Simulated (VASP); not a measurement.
Crystal: Cd.

```
Cd
1.0
    -1.64382    1.64382    1.64382
     1.64382   -1.64382    1.64382
     1.64382    1.64382   -1.64382
Cd
1
Cartesian
  0.0000 0.0000 0.0000
```

This isn't the form of Cd at room conditions, which is hcp.

```yaml
Program: VASP 6.6.1
Task: relaxation of cell and atoms
Functional: PBE
Potentials_or_basis: VASP PAW PBE potentials, release 64 (Cd_sv_GW)
Cutoff: 630 eV
k_mesh: 8 × 8 × 8
Occupations: gaussian, width 0.1 eV
Spin: no spin polarisation
```

At the start: pressure 21.5 GPa; volume 17.77 Å³/atom.

Q: Where does the relaxation end?

A: Over 3 steps the energy falls by 230.6 meV/atom and the volume is 22.07 Å³/atom (+24.2 %); space group Im-3m (No. 229, to 0.1 Å) before and after.

The path:
| step | energy change (eV) | largest force (eV/Å) | pressure (GPa) | volume (Å³) |
| --- | --- | --- | --- | --- |
| 1 | 0.0000 | 0.0000 | 21.51 | 17.77 |
| 2 | -0.1969 | 0.0000 | -3.66 | 24.63 |
| 3 | -0.2306 | 0.0000 | -0.07 | 22.07 |

Final structure:
```yaml
crystal:
  lattice:
    - [-1.76708, 1.76708, 1.76708]
    - [1.76708, -1.76708, 1.76708]
    - [1.76708, 1.76708, -1.76708]
  atoms:
    - { symbol: Cd, position: [0.00000, 0.00000, 0.00000] }
```

Caveat: the volume moved by over 15 % at a fixed basis, so the end points are rough.
